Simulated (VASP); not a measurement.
# Mg3CdS4 (P4/mmm) in VASP: relaxation of shape and atoms at fixed volume with PBE

Aim: the relaxation of shape and atoms at fixed volume of Mg3CdS4 with PBE.

Program: VASP 6.6.1. These are calculated values, not measurements. Logs are shortened: lines on timing, memory, paths and dates and some standing lists are left out, and cuts for length are marked.

**1. The cell of the first run**

The structure is tetragonal, space group P4/mmm (No. 123). The conventional cell has a = 3.676 Å, b = 3.676 Å, c = 10.414 Å, α = 90.00°, β = 90.00°, γ = 90.00°. Within 3.4 Å of Mg (site symmetry 4mm) lie 6 S at 2.56 to 2.65 Å. Within 3.3 Å of Mg (site symmetry 4/mmm) lie 6 S at 2.53 to 2.60 Å. Cd (site symmetry 4/mmm) has 6 S at 2.60 to 2.67 Å within 3.4 Å. S (site symmetry 4/mmm) has 4 Cd at 2.60 Å and 2 Mg at 2.65 Å within 3.4 Å. S (site symmetry 4mm) has 5 Mg at 2.53 to 2.60 Å and 1 Cd at 2.67 Å within 3.3 Å. Within 3.4 Å of S (site symmetry 4/mmm) lie 6 Mg at 2.56 to 2.60 Å.

**2. Relaxation of shape and atoms at fixed volume, PBE (volume scaled by 0.94)**

Input file INCAR:

```
SYSTEM = Mg3CdS4
  PREC = Accurate
  ENCUT = 600
  EDIFF = 1E-6
  ISMEAR = 0
  SIGMA = 0.02
  LREAL = .False.
  LASPH = .True.
  NELM = 60
  ALGO = Normal
  ISIF = 4
  LWAVE = .False.
  LCHARG = .False.
  GGA = PE
  IBRION = 2
  NSW = 50
  EDIFFG = -0.01
```

Input file KPOINTS:

```
Automatic mesh
0
Gamma
  8 8 4
  0 0 0
```

Input file POSCAR:

```
Mg3CdS4
1.0
    3.6759512132      0.0000000000      0.0000000000
    0.0000000000      3.6759512132      0.0000000000
    0.0000000000      0.0000000000     10.4138046983
Mg Cd S
3 1 4
Direct
    0.0000000000      0.0000000000      0.7458355682
    0.0000000000      0.0000000000      0.2541644318
    0.5000000000      0.5000000000      0.5000000000
    0.5000000000      0.5000000000      0.0000000000
    0.0000000000      0.0000000000      0.0000000000
    0.5000000000      0.5000000000      0.2568429794
    0.0000000000      0.0000000000      0.5000000000
    0.5000000000      0.5000000000      0.7431570206
```

Potentials or basis: VASP PAW PBE potentials, release 64 (Mg, Cd, S).

On the command line:

```sh
$ cat potpaw_PBE.64/Mg/POTCAR potpaw_PBE.64/Cd/POTCAR potpaw_PBE.64/S/POTCAR > POTCAR
$ mpirun -np 1 vasp_std > vasp.out
```

OUTCAR:

```text
SYSTEM = Mg3CdS4
   PREC = Accurate
   ENCUT = 600
   EDIFF = 1E-6
   ISMEAR = 0
   LREAL = .False.
   LASPH = .True.
   NELM = 60
   ISIF = 4
   GGA = PE
   IBRION = 2
   NSW = 50
   EDIFFG = -0.01

 ion  position               nearest neighbor table
   1  0.000  0.000  0.746-   7 2.56   8 2.60   8 2.60   8 2.60   8 2.60   5 2.65   3 3.65   3 3.65
                             3 3.65   3 3.65   4 3.71   4 3.71   4 3.71   4 3.71
   2  0.000  0.000  0.254-   7 2.56   6 2.60   6 2.60   6 2.60   6 2.60   5 2.65   3 3.65   3 3.65
                             3 3.65   3 3.65   4 3.71   4 3.71   4 3.71   4 3.71
   3  0.500  0.500  0.500-   6 2.53   8 2.53   7 2.60   7 2.60   7 2.60   7 2.60   2 3.65   2 3.65
                             1 3.65   2 3.65   1 3.65   1 3.65   2 3.65   1 3.65
   4  0.500  0.500  0.000-   5 2.60   5 2.60   5 2.60   5 2.60   8 2.67   6 2.67   2 3.71   2 3.71
                             1 3.71   2 3.71   1 3.71   1 3.71   2 3.71   1 3.71
   5  0.000  0.000  0.000-   4 2.60   4 2.60   4 2.60   4 2.60   1 2.65   2 2.65
   6  0.500  0.500  0.257-   3 2.53   2 2.60   2 2.60   2 2.60   2 2.60   4 2.67
   7  0.000  0.000  0.500-   1 2.56   2 2.56   3 2.60   3 2.60   3 2.60   3 2.60
   8  0.500  0.500  0.743-   3 2.53   1 2.60   1 2.60   1 2.60   1 2.60   4 2.67

  LATTYP: Found a simple tetragonal cell.
 ALAT       =     3.6759512132
 C/A-ratio  =     2.8329550895

  Lattice vectors:

 A1 = (   3.6759512132,   0.0000000000,   0.0000000000)
 A2 = (   0.0000000000,   3.6759512132,   0.0000000000)
 A3 = (   0.0000000000,   0.0000000000,  10.4138046983)

Analysis of symmetry for initial positions (statically):
=====================================================================
 Subroutine PRICEL returns:
 Original cell was already a primitive cell.

 Routine SETGRP: Setting up the symmetry group for a
 simple tetragonal supercell.

 Subroutine GETGRP returns: Found 16 space group operations
 (whereof 16 operations were pure point group operations)
 out of a pool of 16 trial point group operations.

The static configuration has the point symmetry D_4h.

Analysis of symmetry for dynamics (positions and initial velocities):
=====================================================================
 Subroutine PRICEL returns:
 Original cell was already a primitive cell.

 Routine SETGRP: Setting up the symmetry group for a
 simple tetragonal supercell.

 Subroutine GETGRP returns: Found 16 space group operations
 (whereof 16 operations were pure point group operations)
 out of a pool of 16 trial point group operations.

The dynamic configuration has the point symmetry D_4h.

 Subroutine INISYM returns: Found 16 space group operations
 (whereof 16 operations are pure point group operations),
 and found     1 'primitive' translations

----------------------------------------------------------------------------------------

                                     Primitive cell

  volume of cell :     140.7178

  direct lattice vectors                    reciprocal lattice vectors
     3.675951213  0.000000000  0.000000000     0.272038431  0.000000000  0.000000000
     0.000000000  3.675951213  0.000000000     0.000000000  0.272038431  0.000000000
     0.000000000  0.000000000 10.413804698     0.000000000  0.000000000  0.096026383

  length of vectors
     3.675951213  3.675951213 10.413804698     0.272038431  0.272038431  0.096026383

  position of ions in fractional coordinates (direct lattice)
     0.000000000  0.000000000  0.745835568
     0.000000000  0.000000000  0.254164432
     0.500000000  0.500000000  0.500000000
     0.500000000  0.500000000  0.000000000
     0.000000000  0.000000000  0.000000000
     0.500000000  0.500000000  0.256842979
     0.000000000  0.000000000  0.500000000
     0.500000000  0.500000000  0.743157021

  ion indices of the primitive-cell ions
   primitive index   ion index
                 1           1
                 2           2
                 3           3
                 4           4
                 5           5
                 6           6
                 7           7
                 8           8

----------------------------------------------------------------------------------------

 KPOINTS: Automatic mesh

Automatic generation of k-mesh.
 Grid dimensions read from file:
 generate k-points for:    8    8    4

 Generating k-lattice:

  Cartesian coordinates                     Fractional coordinates (reciprocal lattice)
     0.034004804  0.000000000  0.000000000     0.125000000  0.000000000  0.000000000
     0.000000000  0.034004804  0.000000000     0.000000000  0.125000000  0.000000000
     0.000000000  0.000000000  0.024006596     0.000000000  0.000000000  0.250000000

  Length of vectors
     0.034004804  0.034004804  0.024006596

  Shift w.r.t. Gamma in fractional coordinates (k-lattice)
     0.000000000  0.000000000  0.000000000

 Subroutine IBZKPT returns following result:
 ===========================================

 Found     45 irreducible k-points:

 Following reciprocal coordinates:
            Coordinates               Weight
  0.000000  0.000000  0.000000      1.000000
  0.125000  0.000000  0.000000      4.000000
  0.250000  0.000000  0.000000      4.000000
  0.375000  0.000000  0.000000      4.000000
  0.500000  0.000000  0.000000      2.000000
  0.125000  0.125000  0.000000      4.000000
[... 16 lines left out ...]
  0.375000  0.125000  0.250000     16.000000
  0.500000  0.125000  0.250000      8.000000
 [... further k-points ...]
   k-points           NKPTS =     45   k-points in BZ     NKDIM =     45   number of bands    NBANDS=     26
   number of dos      NEDOS =    301   number of ions     NIONS =      8
   total plane-waves  NPLWV =  75600
   dimension x,y,z NGX =    30 NGY =   30 NGZ =   84
   dimension x,y,z NGXF=    60 NGYF=   60 NGZF=  168
   ions per type =               3   1   4
   NGX,Y,Z   is equivalent  to a cutoff of  13.57, 13.57, 13.41 a.u.
   NGXF,Y,Z  is equivalent  to a cutoff of  27.14, 27.14, 26.82 a.u.
 SYSTEM =  Mg3CdS4
   PREC   = accura    normal or accurate (medium, high low for compatibility)
   ISTART =      0    job   : 0-new  1-cont  2-samecut
   ICHARG =      2    charge: 1-file 2-atom 10-const
   ISPIN  =      1    spin polarized calculation?
   LNONCOLLINEAR =      F non collinear calculations
   LSORBIT =      F    spin-orbit coupling
   LASPH  =      T    aspherical Exc in radial PAW
   ENCUT  =  600.0 eV  44.10 Ry    6.64 a.u.   7.34  7.34 20.80*2*pi/ulx,y,z
   NELM   =     60;   NELMIN=  2; NELMDL= -5     # of ELM steps
   EDIFF  = 0.1E-05   stopping-criterion for ELM
   LREAL  =      F    real-space projection
   EDIFFG = -.1E-01   stopping-criterion for IOM
   NSW    =     50    number of steps for IOM
   IBRION =      2    ionic relax: 0-MD 1-quasi-New 2-CG
   NFREE  =      1    steps in history (QN), initial steepest desc. (CG)
   ISIF   =      4    stress and relaxation
   ISYM   =      2    0-nonsym 1-usesym 2-fastsym
   POTIM  = 0.5000    time-step for ionic-motion
   TEBEG  =    0.0;   TEEND  =   0.0 temperature during run
   PSTRESS=    0.0 pullay stress
   NELECT =      42.0000    total number of electrons
   NUPDOWN=      -1.0000    fix difference up-down
   EMIN   =  10.00;   EMAX   =-10.00  energy-range for DOS
   EFERMI =   0.00;   METHOD = LEGACY
   ISMEAR =     0;   SIGMA  =   0.02  broadening in eV -4-tet -1-fermi 0-gaus
   EFERMI_NEDOS =   21; number of points for ismear=-14 and -15
   IALGO  =     38    algorithm
   IMIX   =      4    mixing-type and parameters
     AMIX     =   0.40;   BMIX     =  1.00
     AMIX_MAG =   1.60;   BMIX_MAG =  1.00
  volume/ion in A,a.u.               =      17.59       118.70
  Fermi-wavevector in a.u.,A,eV,Ry     =   1.094061  2.067476 16.285765  1.196970
  Thomas-Fermi vector in A             =   2.230359
   LORBIT       =      0    0 simple, 1 ext, 2 COOP (PROOUT), +10 PAW based schemes
   GGA     = PE    functional components
   LHFCALC =     F    Hartree Fock is set to
   AEXX    =    0.0000 exact exchange contribution
   IVDW    =     0    specifies the selected vdW correction
   LEPSILON=     F    determine dielectric tensor
   LRPA    =     F    only Hartree local field effects (RPA)
 conjugate gradient relaxation of ions
 non-spin polarized calculation
 Gauss-broadening in eV      SIGMA  =   0.02
  energy-cutoff  :      600.00
  volume of cell :      140.72
 maximum number of plane-waves:      4738
 NGX is ok and might be reduce to    30
   NGX = 15   NGY = 15   NGZ = 41

--------------------------------------- Ionic step        1  -------------------------------------------

 number of electron      42.0000007 magnetization

 Free energy of the ion-electron system (eV)
  ---------------------------------------------------
  ext. energy  EPLUGINS =         0.00000000
  ---------------------------------------------------
  free energy    TOTEN  =       -31.09268597 eV

  energy without entropy =      -31.09268597  energy(sigma->0) =      -31.09268597

------------------------ aborting loop because EDIFF is reached ----------------------------------------

  FORCE on cell =-STRESS in cart. coord.  units (eV):
  Direction    XX          YY          ZZ          XY          YZ          ZX
  --------------------------------------------------------------------------------------
  -------------------------------------------------------------------------------------
  Total        4.5806938      4.5806938      4.4826961      0.0000000      0.0000000      0.0000000
  in kB       52.1546388     52.1546388     51.0388613      0.0000000      0.0000000      0.0000000
  external PRESSURE =      51.7827130 kB  Pullay stress =       0.0000000 kB
[... 69 lines left out ...]
  energy  without entropy=      -31.0928362761  energy(sigma->0) =      -31.09283628

--------------------------------------- Ionic step        3  -------------------------------------------

 number of electron      42.0000007 magnetization

 Free energy of the ion-electron system (eV)
  ---------------------------------------------------
  ext. energy  EPLUGINS =         0.00000000
  ---------------------------------------------------
  free energy    TOTEN  =       -31.09287278 eV

  energy without entropy =      -31.09287278  energy(sigma->0) =      -31.09287278

 E-fermi :   4.4534     XC(G=0): -10.0631

 val. band max:        4.3205436148   @ k =   0.5000   0.0000   0.0000
 cond. band min:       5.3859652173   @ k =   0.5000   0.5000   0.0000
 fundamental gap:      1.0654216025
 Fermi energy:         4.4534194621

 k-point     1 :       0.0000    0.0000    0.0000
  band No.  band energies     occupation
      1      -9.1196      2.00000
      2      -8.4908      2.00000
      3      -8.2315      2.00000
      4      -7.4276      2.00000
      5      -3.7878      2.00000
      6      -3.5799      2.00000
[... 685 lines left out ...]
     25       9.4537      0.00000
     26      10.0015      0.00000

 [... further k-points ...]
[... 5 lines left out ...]
  --------------------------------------------------------------------------------------
  -------------------------------------------------------------------------------------
  Total        4.5344289      4.5344289      4.5532441      0.0000000      0.0000000     -0.0000000
  in kB       51.6278772     51.6278772     51.8421023      0.0000000      0.0000000     -0.0000000
  external PRESSURE =      51.6992855 kB  Pullay stress =       0.0000000 kB
[... 23 lines left out ...]
  FREE ENERGIE OF THE ION-ELECTRON SYSTEM (eV)
  ---------------------------------------------------
  free  energy   TOTEN  =       -31.0928727828 eV

  energy  without entropy=      -31.0928727828  energy(sigma->0) =      -31.09287278

 reached required accuracy - stopping structural energy minimisation
```

Run time: 3.2 min. Hardware: 1 thread of AMD EPYC 9R45 (Zen 5), shared host; peak memory 0.37 GiB.

What came out:

| Quantity | Value |
| --- | --- |
| Free energy | -31.0929 eV |
| Energy gained by relaxing | 0.0 meV/atom |
| Ionic steps | 3 |
| Pressure after relaxing | 5.2 GPa |
| Band gap on the k mesh | 1.07 eV, indirect (least direct gap 2.01 eV) |

Forces in eV/Å, atoms in the order of the input:
```
Mg   0.000  0.000  0.002
Mg   0.000  0.000 -0.002
Mg   0.000  0.000  0.000
Cd   0.000  0.000  0.000
S    0.000  0.000  0.000
S    0.000  0.000  0.000
S    0.000  0.000  0.000
S    0.000  0.000  0.000
```

The path:
```tsv
step	energy change (eV)	largest force (eV/Å)	pressure (GPa)	volume (Å³)
1	0.0000	0.0375	5.18	140.72
2	-0.0002	0.0173	5.17	140.72
3	-0.0002	0.0023	5.17	140.72
```

Final structure:
```yaml
crystal:
  lattice:
    - [3.67729, 0.00000, 0.00000]
    - [0.00000, 3.67729, 0.00000]
    - [0.00000, 0.00000, 10.40624]
  atoms:
    - { symbol: Mg, position: [0.00000, 0.00000, 0.74600] }
    - { symbol: Mg, position: [0.00000, 0.00000, 0.25400] }
    - { symbol: Mg, position: [0.50000, 0.50000, 0.50000] }
    - { symbol: Cd, position: [0.50000, 0.50000, 0.00000] }
    - { symbol: S, position: [0.00000, 0.00000, 0.00000] }
    - { symbol: S, position: [0.50000, 0.50000, 0.25716] }
    - { symbol: S, position: [0.00000, 0.00000, 0.50000] }
    - { symbol: S, position: [0.50000, 0.50000, 0.74284] }
```

Levels at points of the mesh, in eV from the valence-band top:
```tsv
k point	band 17	band 18	band 19	band 20	band 21	band 22	band 23	band 24	band 25	band 26
(0.00, 0.00, 0.00)	-1.49	-1.49	-0.66	-0.61	-0.61	1.40	2.87	4.06	4.33	4.39
(0.50, 0.00, 0.00)	-1.17	-1.12	-1.10	-0.56	0.00	3.80	3.87	4.92	5.03	6.12
(0.50, 0.50, 0.00)	-2.99	-2.37	-2.31	-2.31	-2.31	1.07	2.19	4.28	4.28	4.63
(0.00, 0.00, 0.50)	-1.56	-1.14	-1.14	-0.75	-0.75	1.77	2.87	3.94	4.11	4.42
(0.50, 0.00, 0.50)	-1.32	-1.21	-1.15	-1.10	0.00	4.37	4.63	4.77	4.87	5.60
(0.50, 0.50, 0.50)	-2.76	-2.73	-2.63	-2.61	-2.61	1.73	3.20	3.21	3.46	4.94
```

Caveat: the cell differs from its parent crystal (volume scaled by 0.94).
